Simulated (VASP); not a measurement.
# HgSe2 (P4/nmm) in VASP: relaxation of cell and atoms with PBE+D3(BJ)

Aim: the relaxation of cell and atoms of HgSe2 with PBE+D3(BJ).

Program: VASP 6.6.1. These are calculated values, not measurements. Logs are shortened: lines on timing, memory, paths and dates and some standing lists are left out, and cuts for length are marked.

### 1 The cell of the first run

It takes space group P4/nmm (No. 129, tetragonal). The conventional cell has a = 4.122 Å, b = 4.122 Å, c = 8.838 Å, α = 90.00°, β = 90.00°, γ = 90.00°. Within 3.7 Å of Hg (site symmetry -4m2) lie 4 Se at 2.80 Å and 4 Hg at 2.91 Å. Within 3.8 Å of Se (site symmetry -4m2) lie 8 Se at 2.91 to 3.26 Å. Se (site symmetry 4mm) has 4 Hg at 2.80 Å and 4 Se at 3.26 Å within 3.7 Å.

### 2 Relaxation of cell and atoms, PBE+D3(BJ)

Contents of INCAR:

```
SYSTEM = HgSe2
  PREC = Accurate
  ENCUT = 500
  EDIFF = 1E-7
  ISMEAR = 0
  SIGMA = 0.1
  LREAL = .FALSE.
  LASPH = .TRUE.
  NELM = 120
  ALGO = Normal
  ISIF = 3
  LWAVE = .FALSE.
  LCHARG = .FALSE.
  GGA = PE
  IVDW = 12
  IBRION = 2
  NSW = 100
  EDIFFG = -0.01
  GGA_COMPAT = .FALSE.
  NELMIN = 4
```

Contents of KPOINTS:

```
regular mesh
0
G
  10 10 4
  0 0 0
```

Contents of POSCAR:

```
HgSe2
1.0
    4.1219030836      0.0000000000      0.0000000000
    0.0000000000      4.1219030836      0.0000000000
    0.0000000000      0.0000000000      8.8375136641
Hg Se
2 4
Direct
    0.5000000000      0.5000000000      0.5000000000
    0.0000000000      0.0000000000      0.5000000000
    0.0000000000      0.0000000000      0.0000000000
    0.5000000000      0.5000000000      0.0000000000
    0.5000000000      0.0000000000      0.7136822226
    0.0000000000      0.5000000000      0.2863177774
```

Potentials or basis: VASP PAW PBE potentials, release 64 (Hg, Se).

Launch:

```
> cat potpaw_PBE.64/Hg/POTCAR potpaw_PBE.64/Se/POTCAR > POTCAR
> mpirun -np 1 vasp_std > vasp.out
```

OUTCAR:

```text
SYSTEM = HgSe2
   PREC = Accurate
   ENCUT = 500
   EDIFF = 1E-7
   ISMEAR = 0
   LREAL = .FALSE.
   LASPH = .TRUE.
   NELM = 120
   ISIF = 3
   GGA = PE
   IVDW = 12
   IBRION = 2
   NSW = 100
   EDIFFG = -0.01
   NELMIN = 4
 IVDW          = 12

 ion  position               nearest neighbor table
   1  0.500  0.500  0.500-   5 2.80   6 2.80   5 2.80   6 2.80   2 2.91   2 2.91   2 2.91   2 2.91

   2  0.000  0.000  0.500-   5 2.80   6 2.80   6 2.80   5 2.80   1 2.91   1 2.91   1 2.91   1 2.91

   3  0.000  0.000  0.000-
   4  0.500  0.500  0.000-
   5  0.500  0.000  0.714-   1 2.80   2 2.80   1 2.80   2 2.80
   6  0.000  0.500  0.286-   1 2.80   2 2.80   2 2.80   1 2.80

  LATTYP: Found a simple tetragonal cell.
 ALAT       =     4.1219030836
 C/A-ratio  =     2.1440372286

  Lattice vectors:

 A1 = (   4.1219030836,   0.0000000000,   0.0000000000)
 A2 = (   0.0000000000,   4.1219030836,   0.0000000000)
 A3 = (   0.0000000000,   0.0000000000,   8.8375136641)

Analysis of symmetry for initial positions (statically):
=====================================================================
 Subroutine PRICEL returns:
 Original cell was already a primitive cell.

 Routine SETGRP: Setting up the symmetry group for a
 simple tetragonal supercell.

 Subroutine GETGRP returns: Found 16 space group operations
 (whereof  8 operations were pure point group operations)
 out of a pool of 16 trial point group operations.

The static configuration has the point symmetry D_2d.
 The point group associated with its full space group is D_4h.

Analysis of symmetry for dynamics (positions and initial velocities):
=====================================================================
 Subroutine PRICEL returns:
 Original cell was already a primitive cell.

 Routine SETGRP: Setting up the symmetry group for a
 simple tetragonal supercell.

 Subroutine GETGRP returns: Found 16 space group operations
 (whereof  8 operations were pure point group operations)
 out of a pool of 16 trial point group operations.

The dynamic configuration has the point symmetry D_2d.
 The point group associated with its full space group is D_4h.

 Subroutine INISYM returns: Found 16 space group operations
 (whereof  8 operations are pure point group operations),
 and found     1 'primitive' translations

----------------------------------------------------------------------------------------

                                     Primitive cell

  volume of cell :     150.1501

  direct lattice vectors                    reciprocal lattice vectors
     4.121903084  0.000000000  0.000000000     0.242606383  0.000000000  0.000000000
     0.000000000  4.121903084  0.000000000     0.000000000  0.242606383  0.000000000
     0.000000000  0.000000000  8.837513664     0.000000000  0.000000000  0.113153998

  length of vectors
     4.121903084  4.121903084  8.837513664     0.242606383  0.242606383  0.113153998

  position of ions in fractional coordinates (direct lattice)
     0.500000000  0.500000000  0.500000000
     0.000000000  0.000000000  0.500000000
     0.000000000  0.000000000  0.000000000
     0.500000000  0.500000000  0.000000000
     0.500000000  0.000000000  0.713682223
     0.000000000  0.500000000  0.286317777

  ion indices of the primitive-cell ions
   primitive index   ion index
                 1           1
                 2           2
                 3           3
                 4           4
                 5           5
                 6           6

----------------------------------------------------------------------------------------

 KPOINTS: regular mesh

Automatic generation of k-mesh.
 Grid dimensions read from file:
 generate k-points for:   10   10    4

 Generating k-lattice:

  Cartesian coordinates                     Fractional coordinates (reciprocal lattice)
     0.024260638  0.000000000  0.000000000     0.100000000  0.000000000  0.000000000
     0.000000000  0.024260638  0.000000000     0.000000000  0.100000000  0.000000000
     0.000000000  0.000000000  0.028288499     0.000000000  0.000000000  0.250000000

  Length of vectors
     0.024260638  0.024260638  0.028288499

  Shift w.r.t. Gamma in fractional coordinates (k-lattice)
     0.000000000  0.000000000  0.000000000

 Subroutine IBZKPT returns following result:
 ===========================================

 Found     63 irreducible k-points:

 Following reciprocal coordinates:
            Coordinates               Weight
  0.000000  0.000000  0.000000      1.000000
  0.100000  0.000000  0.000000      4.000000
  0.200000  0.000000  0.000000      4.000000
  0.300000  0.000000  0.000000      4.000000
  0.400000  0.000000  0.000000      4.000000
  0.500000  0.000000  0.000000      2.000000
[... 16 lines left out ...]
  0.100000  0.000000  0.250000      8.000000
  0.200000  0.000000  0.250000      8.000000
 [... further k-points ...]
   k-points           NKPTS =     63   k-points in BZ     NKDIM =     63   number of bands    NBANDS=     28
   number of dos      NEDOS =    301   number of ions     NIONS =      6
   total plane-waves  NPLWV =  57600
   dimension x,y,z NGX =    30 NGY =   30 NGZ =   64
   dimension x,y,z NGXF=    60 NGYF=   60 NGZF=  128
   ions per type =               2   4
   NGX,Y,Z   is equivalent  to a cutoff of  12.10, 12.10, 12.04 a.u.
   NGXF,Y,Z  is equivalent  to a cutoff of  24.20, 24.20, 24.08 a.u.
 SYSTEM =  HgSe2
   PREC   = accura    normal or accurate (medium, high low for compatibility)
   ISTART =      0    job   : 0-new  1-cont  2-samecut
   ICHARG =      2    charge: 1-file 2-atom 10-const
   ISPIN  =      1    spin polarized calculation?
   LNONCOLLINEAR =      F non collinear calculations
   LSORBIT =      F    spin-orbit coupling
   LASPH  =      T    aspherical Exc in radial PAW
   ENCUT  =  500.0 eV  36.75 Ry    6.06 a.u.   7.52  7.52 16.11*2*pi/ulx,y,z
   NELM   =    120;   NELMIN=  4; NELMDL= -5     # of ELM steps
   EDIFF  = 0.1E-06   stopping-criterion for ELM
   LREAL  =      F    real-space projection
   EDIFFG = -.1E-01   stopping-criterion for IOM
   NSW    =    100    number of steps for IOM
   IBRION =      2    ionic relax: 0-MD 1-quasi-New 2-CG
   NFREE  =      1    steps in history (QN), initial steepest desc. (CG)
   ISIF   =      3    stress and relaxation
   ISYM   =      2    0-nonsym 1-usesym 2-fastsym
   POTIM  = 0.5000    time-step for ionic-motion
   TEBEG  =    0.0;   TEEND  =   0.0 temperature during run
   PSTRESS=    0.0 pullay stress
   NELECT =      48.0000    total number of electrons
   NUPDOWN=      -1.0000    fix difference up-down
   EMIN   =  10.00;   EMAX   =-10.00  energy-range for DOS
   EFERMI =   0.00;   METHOD = LEGACY
   ISMEAR =     0;   SIGMA  =   0.10  broadening in eV -4-tet -1-fermi 0-gaus
   EFERMI_NEDOS =   21; number of points for ismear=-14 and -15
   IALGO  =     38    algorithm
   IMIX   =      4    mixing-type and parameters
     AMIX     =   0.40;   BMIX     =  1.00
     AMIX_MAG =   1.60;   BMIX_MAG =  1.00
  volume/ion in A,a.u.               =      25.03       168.88
  Fermi-wavevector in a.u.,A,eV,Ry     =   1.119386  2.115334 17.048453  1.253026
  Thomas-Fermi vector in A             =   2.256025
   LORBIT       =      0    0 simple, 1 ext, 2 COOP (PROOUT), +10 PAW based schemes
   GGA     = PE    functional components
   LHFCALC =     F    Hartree Fock is set to
   AEXX    =    0.0000 exact exchange contribution
   IVDW    =    12    specifies the selected vdW correction
   LEPSILON=     F    determine dielectric tensor
   LRPA    =     F    only Hartree local field effects (RPA)
 conjugate gradient relaxation of ions
 non-spin polarized calculation
 Gauss-broadening in eV      SIGMA  =   0.10
  energy-cutoff  :      500.00
  volume of cell :      150.15
 maximum number of plane-waves:      3841
   NGX = 15   NGY = 15   NGZ = 33

--------------------------------------- Ionic step        1  -------------------------------------------

 number of electron      47.9999995 magnetization

 Free energy of the ion-electron system (eV)
  ---------------------------------------------------
  ext. energy  EPLUGINS =         0.00000000
  ---------------------------------------------------
  free energy    TOTEN  =       -12.59580858 eV

  energy without entropy =      -12.57570619  energy(sigma->0) =      -12.58575738

------------------------ aborting loop because EDIFF is reached ----------------------------------------

 Edisp (eV)   -2.18084

 E8    (eV) :    -0.9223

  FORCE on cell =-STRESS in cart. coord.  units (eV):
  Direction    XX          YY          ZZ          XY          YZ          ZX
  --------------------------------------------------------------------------------------
  -------------------------------------------------------------------------------------
  Total       0.06529     0.06529     0.51780     0.00000     0.00000     0.00000
  in kB       0.69664     0.69664     5.52515     0.00000     0.00000     0.00000
  external pressure =        2.31 kB  Pullay stress =        0.00 kB
[... 333 lines left out ...]
  energy  without entropy=      -14.7609374409  energy(sigma->0) =      -14.77044351

--------------------------------------- Ionic step        9  -------------------------------------------

 number of electron      47.9999995 magnetization

 Free energy of the ion-electron system (eV)
  ---------------------------------------------------
  ext. energy  EPLUGINS =         0.00000000
  ---------------------------------------------------
  free energy    TOTEN  =       -12.62370929 eV

  energy without entropy =      -12.60439427  energy(sigma->0) =      -12.61405178

 E-fermi :   2.6833     XC(G=0):  -9.5794

 val. band max:        2.6820029269   @ k =   0.3000   0.2000   0.2500
 cond. band min:       2.6906961882   @ k =   0.3000   0.3000   0.0000
 fundamental gap:      0.0086932613
 Fermi energy:         2.6833143301

 k-point     1 :       0.0000    0.0000    0.0000
  band No.  band energies     occupation
      1     -11.6785      2.00000
      2     -10.3458      2.00000
      3     -10.2130      2.00000
      4      -7.8004      2.00000
      5      -5.7395      2.00000
      6      -5.6634      2.00000
[... 733 lines left out ...]
     27       4.2763      0.00000
     28       4.6921      0.00000

 [... further k-points ...]

------------------------ aborting loop because EDIFF is reached ----------------------------------------

 Edisp (eV)   -2.15632

 E8    (eV) :    -0.9121

  FORCE on cell =-STRESS in cart. coord.  units (eV):
  Direction    XX          YY          ZZ          XY          YZ          ZX
  --------------------------------------------------------------------------------------
  -------------------------------------------------------------------------------------
  Total       0.01520     0.01520     0.01297     0.00000     0.00000     0.00000
  in kB       0.16038     0.16038     0.13688     0.00000     0.00000     0.00000
  external pressure =        0.15 kB  Pullay stress =        0.00 kB
[... 21 lines left out ...]
  FREE ENERGIE OF THE ION-ELECTRON SYSTEM (eV)
  ---------------------------------------------------
  free  energy   TOTEN  =       -14.7800293812 eV

  energy  without entropy=      -14.7607143551  energy(sigma->0) =      -14.77037187

 reached required accuracy - stopping structural energy minimisation
```

Run time: 9.2 min. Hardware: 1 thread of Intel Xeon 6975P-C (Granite Rapids), shared host; peak memory 0.39 GiB.

What came out:

```
Free energy                           : -14.7800 eV
Relaxed volume                        : 25.30 Å³/atom
Relaxed cell                          : a = 4.110 Å, b = 4.110 Å, c = 8.988 Å, α = 90.00°, β = 90.00°, γ = 90.00°
Space group after relaxing (to 0.1 Å) : P4/nmm (No. 129)
Energy gained by relaxing             : 0.6 meV/atom
Ionic steps                           : 9
Pressure after relaxing               : 0.0 GPa
Band gap on the k mesh                : zero (bands 24 and 25 overlap by 0.78 eV)
Dispersion energy per atom            : -0.359 eV
```

The path:
| step | energy change (eV) | largest force (eV/Å) | pressure (GPa) | volume (Å³) |
| --- | --- | --- | --- | --- |
| 1 | 0.0000 | 0.0319 | 0.23 | 150.15 |
| 2 | -0.0012 | 0.0292 | -0.10 | 150.93 |
| 3 | -0.0012 | 0.0337 | -0.13 | 150.99 |
| 4 | -0.0019 | 0.0392 | -0.05 | 150.87 |
| 5 | -0.0022 | 0.0454 | 0.04 | 150.74 |
| 6 | -0.0025 | 0.0399 | 0.03 | 150.87 |
| 7 | -0.0031 | 0.0227 | 0.03 | 151.28 |
| 8 | -0.0033 | 0.0155 | 0.01 | 152.08 |
| 9 | -0.0034 | 0.0018 | 0.02 | 151.80 |

Final structure:
```xyz
6
Lattice="4.1096 0.0000 0.0000 0.0000 4.1096 0.0000 0.0000 0.0000 8.9883" Properties=species:S:1:pos:R:3 pbc="T T T"
Hg    2.0548    2.0548    4.4941
Hg    0.0000    0.0000    4.4941
Se    0.0000    0.0000    0.0000
Se    2.0548    2.0548    0.0000
Se    2.0548    0.0000    6.3902
Se    0.0000    2.0548    2.5980
```

Caveat: semilocal functionals underestimate gaps, and a narrow one can read as zero; spin-orbit coupling is left out, which moves the levels of the heavy elements.
